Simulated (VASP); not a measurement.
# SiC (F-43m) in VASP: notebook

Runs on SiC. Level: PBE. Tasks: single point, relaxation of cell and atoms.

All numbers are computed with VASP 6.6.1; they aren't measurements. Logs are shortened: lines on timing, memory, paths and dates and some standing lists are left out, and cuts for length are marked.

### 1 The cell of the first run

Symmetry: F-43m, No. 216, cubic system. Conventional cell: a = 4.380 Å, b = 4.380 Å, c = 4.380 Å, α = 90.00°, β = 90.00°, γ = 90.00°. Within 2.5 Å of Si (site symmetry -43m) lie 4 C at 1.90 Å. C (site symmetry -43m) has 4 Si at 1.90 Å within 2.5 Å.

### 2 Single point, PBE

INCAR reads:

```
SYSTEM = SiC
ALGO = Normal
EDIFF = 1E-6
ENCUT = 600
GGA = PE
GGA_COMPAT = .False.
ISIF = 2
ISMEAR = -5
LASPH = .True.
LCHARG = .False.
LREAL = .False.
LWAVE = .False.
NBANDS = 11
NELM = 120
PREC = Accurate
SIGMA = 0.02
```

KPOINTS reads:

```
k-points
0
Gamma
  10 10 10
  0 0 0
```

POSCAR reads:

```
SiC
1.0
    0.0000000000      2.1898591536      2.1898591536
    2.1898591536      0.0000000000      2.1898591536
    2.1898591536      2.1898591536      0.0000000000
Si C
1 1
Direct
    0.5000000000      0.5000000000      0.5000000000
    0.2500000000      0.2500000000      0.2500000000
```

Potentials or basis: VASP PAW PBE potentials, release 64 (Si, C).

Command:

```sh
cat potpaw_PBE.64/Si/POTCAR potpaw_PBE.64/C/POTCAR > POTCAR
mpirun -np 1 vasp_std > vasp.out
```

OUTCAR:

```text
SYSTEM = SiC
   EDIFF = 1E-6
   ENCUT = 600
   GGA = PE
   ISIF = 2
   ISMEAR = -5
   LASPH = .True.
   LREAL = .False.
   NELM = 120
   PREC = Accurate

 ion  position               nearest neighbor table
   1  0.500  0.500  0.500-   2 1.90   2 1.90   2 1.90   2 1.90
   2  0.250  0.250  0.250-   1 1.90   1 1.90   1 1.90   1 1.90

  LATTYP: Found a face centered cubic cell.
 ALAT       =     4.3797183072

  Lattice vectors:

 A1 = (   0.0000000000,   2.1898591536,   2.1898591536)
 A2 = (   2.1898591536,   0.0000000000,   2.1898591536)
 A3 = (   2.1898591536,   2.1898591536,   0.0000000000)

Analysis of symmetry for initial positions (statically):
=====================================================================
 Subroutine PRICEL returns:
 Original cell was already a primitive cell.

 Routine SETGRP: Setting up the symmetry group for a
 face centered cubic supercell.

 Subroutine GETGRP returns: Found 24 space group operations
 (whereof 24 operations were pure point group operations)
 out of a pool of 48 trial point group operations.

The static configuration has the point symmetry T_d .

Analysis of symmetry for dynamics (positions and initial velocities):
=====================================================================
 Subroutine PRICEL returns:
 Original cell was already a primitive cell.

 Routine SETGRP: Setting up the symmetry group for a
 face centered cubic supercell.

 Subroutine GETGRP returns: Found 24 space group operations
 (whereof 24 operations were pure point group operations)
 out of a pool of 48 trial point group operations.

The dynamic configuration has the point symmetry T_d .

 Subroutine INISYM returns: Found 24 space group operations
 (whereof 24 operations are pure point group operations),
 and found     1 'primitive' translations

----------------------------------------------------------------------------------------

                                     Primitive cell

  volume of cell :      21.0029

  direct lattice vectors                    reciprocal lattice vectors
     0.000000000  2.189859154  2.189859154    -0.228325187  0.228325187  0.228325187
     2.189859154  0.000000000  2.189859154     0.228325187 -0.228325187  0.228325187
     2.189859154  2.189859154  0.000000000     0.228325187  0.228325187 -0.228325187

  length of vectors
     3.096928515  3.096928515  3.096928515     0.395470824  0.395470824  0.395470824

  position of ions in fractional coordinates (direct lattice)
     0.500000000  0.500000000  0.500000000
     0.250000000  0.250000000  0.250000000

  ion indices of the primitive-cell ions
[... 83 lines left out ...]
   ISIF   =      2    stress and relaxation
   ISYM   =      2    0-nonsym 1-usesym 2-fastsym
   POTIM  = 0.5000    time-step for ionic-motion
   TEBEG  =    0.0;   TEEND  =   0.0 temperature during run
   PSTRESS=    0.0 pullay stress
   NELECT =       8.0000    total number of electrons
   NUPDOWN=      -1.0000    fix difference up-down
   EMIN   =  10.00;   EMAX   =-10.00  energy-range for DOS
   EFERMI =   0.00;   METHOD = LEGACY
   ISMEAR =    -5;   SIGMA  =   0.02  broadening in eV -4-tet -1-fermi 0-gaus
   EFERMI_NEDOS =   21; number of points for ismear=-14 and -15
   IALGO  =     38    algorithm
   IMIX   =      4    mixing-type and parameters
     AMIX     =   0.40;   BMIX     =  1.00
     AMIX_MAG =   1.60;   BMIX_MAG =  1.00
  volume/ion in A,a.u.               =      10.50        70.87
  Fermi-wavevector in a.u.,A,eV,Ry     =   1.186712  2.242560 19.160884  1.408285
  Thomas-Fermi vector in A             =   2.322879
   LORBIT       =      0    0 simple, 1 ext, 2 COOP (PROOUT), +10 PAW based schemes
   GGA     = PE    functional components
   LHFCALC =     F    Hartree Fock is set to
   AEXX    =    0.0000 exact exchange contribution
   IVDW    =     0    specifies the selected vdW correction
   LEPSILON=     F    determine dielectric tensor
   LRPA    =     F    only Hartree local field effects (RPA)
 non-spin polarized calculation
 Fermi weights with tetrahedron method with Bloechl corrections
  energy-cutoff  :      600.00
  volume of cell :       21.00
 maximum number of plane-waves:       725
 NGX is ok and might be reduce to    28
   NGX = 13   NGY = 13   NGZ = 13

 number of electron       8.0000000 magnetization

 Free energy of the ion-electron system (eV)
  ---------------------------------------------------
  ext. energy  EPLUGINS =         0.00000000
  ---------------------------------------------------
  free energy    TOTEN  =       -15.06218824 eV

  energy without entropy =      -15.06218824  energy(sigma->0) =      -15.06218824

 E-fermi :   8.0350     XC(G=0): -11.2912

 val. band max:        7.9397575793   @ k =   0.0000   0.0000   0.0000
 cond. band min:       9.3107855226   @ k =   0.5000   0.5000   0.0000
 fundamental gap:      1.3710279433
 Fermi energy:         8.0349812915

 k-point     1 :       0.0000    0.0000    0.0000
  band No.  band energies     occupation
      1      -7.3468      2.00000
      2       7.9398      2.00000
      3       7.9398      2.00000
      4       7.9398      2.00000
      5      13.9986      0.00000
      6      15.1449      0.00000
      7      15.1449      0.00000
      8      15.1449      0.00000
      9      22.3603      0.00000
     10      22.3603      0.00000
     11      24.1903      0.00000
[... 309 lines left out ...]
 k-point    24 :       0.4000    0.3000    0.0000
  band No.  band energies     occupation
      1      -4.2452      2.00000
      2       2.3764      2.00000
      3       4.8186      2.00000
      4       5.3388      2.00000
      5      10.7986      0.00000
      6      13.5029      0.00000
      7      19.4023      0.00000
      8      19.7310      0.00000
      9      21.5332      0.00000
     10      25.8803      0.00000
     11      28.9673      0.00000

 [... further k-points ...]
[... 5 lines left out ...]
  --------------------------------------------------------------------------------------
  -------------------------------------------------------------------------------------
  Total       -0.0238022     -0.0238022     -0.0238022      0.0000000      0.0000000      0.0000000
  in kB       -1.8157214     -1.8157214     -1.8157214      0.0000000      0.0000000      0.0000000
  external PRESSURE =      -1.8157214 kB  Pullay stress =       0.0000000 kB

 VOLUME and BASIS-vectors are now :
 -----------------------------------------------------------------------------
  energy-cutoff  :      600.00
  volume of cell :       21.00
      direct lattice vectors                 reciprocal lattice vectors
     0.000000000  2.189859154  2.189859154    -0.228325187  0.228325187  0.228325187
     2.189859154  0.000000000  2.189859154     0.228325187 -0.228325187  0.228325187
     2.189859154  2.189859154  0.000000000     0.228325187  0.228325187 -0.228325187

 POSITION                                       TOTAL-FORCE (eV/Angst)
 -----------------------------------------------------------------------------------
      2.18986      2.18986      2.18986         0.000000      0.000000      0.000000
      1.09493      1.09493      1.09493        -0.000000     -0.000000     -0.000000
 -----------------------------------------------------------------------------------
    total drift:                                0.000000      0.000000      0.000000

  FREE ENERGIE OF THE ION-ELECTRON SYSTEM (eV)
  ---------------------------------------------------
  free  energy   TOTEN  =       -15.0621882413 eV

  energy  without entropy=      -15.0621882413  energy(sigma->0) =      -15.06218824
```

Run time: 24 s. Hardware: 1 thread of Intel Xeon 8259CL, shared host; peak memory 0.15 GiB.

What came out:

```
Free energy            : -15.0622 eV
Pressure               : -0.2 GPa
Band gap on the k mesh : 1.37 eV (least direct gap 4.53 eV)
```

Levels at points of the mesh, in eV from the valence-band top:
```tsv
k point	band 2	band 3	band 4	band 5	band 6	band 7
(0.00, 0.00, 0.00)	0.00	0.00	0.00	6.06	7.21	7.21
(0.50, 0.00, 0.00)	-8.45	-1.05	-1.05	5.30	7.17	7.17
(0.50, 0.50, 0.00)	-7.75	-3.16	-3.16	1.37	4.27	13.86
```

A k mesh can miss the band edges.

(Continued in part 2 of 2.)
